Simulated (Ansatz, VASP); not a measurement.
# Be2SO3 in VASP and in Ansatz

```
CELL_PARAMETERS angstrom
2.46462 0.00000 0.00000
0.00000 2.46462 0.00000
0.00000 0.00000 8.92662
ATOMIC_POSITIONS crystal
Be 0.00000 0.00000 0.28507
Be 0.00000 0.00000 0.71493
S 0.00000 0.00000 0.00000
O 0.50000 0.50000 0.29223
O 0.50000 0.50000 0.50000
O 0.50000 0.50000 0.70777
```

Change from the starting cell: species swapped into the Mg3HgAu2 type (P4/mmm, No. 123).

Alike in both runs: functional PBE; k mesh 16 × 16 × 4; occupations gaussian, width 0.1 eV; collinear spin.

Ansatz relaxed the structure, and its values are those at the end. VASP's run is a single point on that final structure, the one shown.

|  | VASP | Ansatz |
| --- | --- | --- |
| version | VASP 6.6.1 | Ansatz 0.2.0 |
| potentials or method | VASP PAW PBE potentials, release 64 (Be, S, O), cutoff 520 eV | scalar-relativistic, plane waves, PAW |
| valence electrons in the cell | 28 | 28 |

Ansatz gave:

```
gap on the k mesh at the Fermi level (eV)                     : none
pressure (GPa)                                                : 0.0
rms of the force components (eV/Å)                            : 0.000
net moment per atom (μB)                                      : 0.07
size of the moment on the site where the two differ most (μB) : 0.41
```

Q: Which values does VASP return?

A: gap on the k mesh at the Fermi level (eV): none; pressure (GPa): -0.3; rms of the force components (eV/Å): 0.011; net moment per atom (μB): 0.00; size of the moment on the site where the two differ most (μB): 0.00.

Site moments also hang on the region over which each program counts them. A gap of «none» marks a metal or a gap that the smearing closes.
